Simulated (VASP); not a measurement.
## HfC: single point with PBE

HfC:

```
CELL_PARAMETERS angstrom
0.00000 2.32571 2.32571
2.32571 0.00000 2.32571
2.32571 2.32571 0.00000
ATOMIC_POSITIONS crystal
Hf 0.00000 0.00000 0.00000
C 0.50000 0.50000 0.50000
```

| Property | Result |
| --- | --- |
| Program | VASP 6.6.1 |
| Task | single point |
| Functional | PBE |
| Potentials or basis | VASP PAW PBE potentials, release 64 (Hf_pv, C) |
| Cutoff | 520 eV |
| k mesh | 20 × 20 × 20 |
| Occupations | gaussian, width 0.1 eV |
| Spin | no spin polarisation |

```yaml
Pressure: -0.7 GPa
Band_gap_on_the_k_mesh: zero (band 7 reaches 6.94 eV, above the bottom of band 8 at 5.52 eV)
```

Levels at points of the mesh, in eV from the Fermi level:
| k point | band 5 | band 6 | band 7 | band 8 | band 9 | band 10 |
| --- | --- | --- | --- | --- | --- | --- |
| (0.00, 0.00, 0.00) | 1.01 | 1.01 | 1.01 | 1.40 | 1.40 | 1.40 |
| (0.50, 0.00, 0.00) | -6.12 | -2.97 | -2.97 | 5.32 | 5.32 | 5.78 |
| (0.50, 0.50, 0.00) | -2.58 | -1.76 | -0.09 | -0.09 | 5.31 | 6.74 |

Wall time 22 s on 1 thread of Intel(R) Xeon(R) 6975P-C (Granite Rapids) (shared host), peak memory 0.22 GiB.

Caveat: spin-orbit coupling is left out, which moves the levels of the heavy elements.
